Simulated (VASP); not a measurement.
The system is Na2ReP2.

```
CELL_PARAMETERS angstrom
-2.03486 2.03486 5.33899
2.03486 -2.03486 5.33899
2.03486 2.03486 -5.33899
ATOMIC_POSITIONS crystal
Na 0.25000 0.75000 0.50000
Na 0.75000 0.25000 0.50000
Re 0.00000 0.00000 0.00000
P 0.62600 0.62600 0.00000
P 0.37400 0.37400 0.00000
```

```yaml
Program: VASP 6.6.1
Task: relaxation of cell and atoms
Functional: PBE
Potentials_or_basis: VASP PAW PBE potentials, release 64 (Na_pv, Re, P)
Cutoff: 600 eV
k_mesh: 6 × 6 × 6
Occupations: gaussian, width 0.1 eV
Spin: no spin polarisation
```

At the start: pressure 1.2 GPa; volume 17.69 Å³/atom.

**Question.** Where does the relaxation end?

**Answer.** Over 16 steps the energy falls by 922.9 meV/atom and the volume is 15.64 Å³/atom (-11.6 %); space group I4/mmm (No. 139, to 0.1 Å) before and after.

The path:
| step | energy change (eV) | largest force (eV/Å) | pressure (GPa) | volume (Å³) |
| --- | --- | --- | --- | --- |
| 1 | 0.0000 | 5.7271 | 1.21 | 88.43 |
| 2 | -2.5603 | 2.6998 | -3.73 | 90.14 |
| 3 | -2.7377 | 2.1526 | -1.07 | 90.88 |
| 4 | -2.8010 | 0.4336 | -2.77 | 90.57 |
| 5 | -2.8075 | 0.0396 | -2.49 | 90.63 |
| 6 | -3.6390 | 1.4723 | -2.36 | 86.85 |
| 7 | -3.9320 | 3.7469 | 0.94 | 82.91 |
| 8 | -4.4280 | 1.3202 | -1.82 | 81.77 |
| 9 | -4.5790 | 0.4334 | -1.94 | 80.61 |
| 10 | -4.5899 | 0.3291 | -1.69 | 80.25 |
| 11 | -4.5907 | 0.3197 | -1.60 | 80.16 |
| 12 | -4.5911 | 0.3186 | -1.53 | 80.09 |
| 13 | -4.6021 | 0.2954 | -0.83 | 79.31 |
| 14 | -4.6107 | 0.2397 | 0.53 | 77.95 |
| 15 | -4.6139 | 0.1005 | 0.09 | 78.11 |
| 16 | -4.6144 | 0.0174 | -0.18 | 78.21 |

Final structure:
```
Na Re P
1.0
    -1.70430    1.70430    6.73104
     1.70430   -1.70430    6.73104
     1.70430    1.70430   -6.73104
Na Re P
2 1 2
Direct
  0.25000 0.75000 0.50000
  0.75000 0.25000 0.50000
  0.00000 0.00000 0.00000
  0.58637 0.58637 0.00000
  0.41363 0.41363 0.00000
```

Caveat: a cell axis changed by over 15 % at a fixed basis, so the end point is rough.
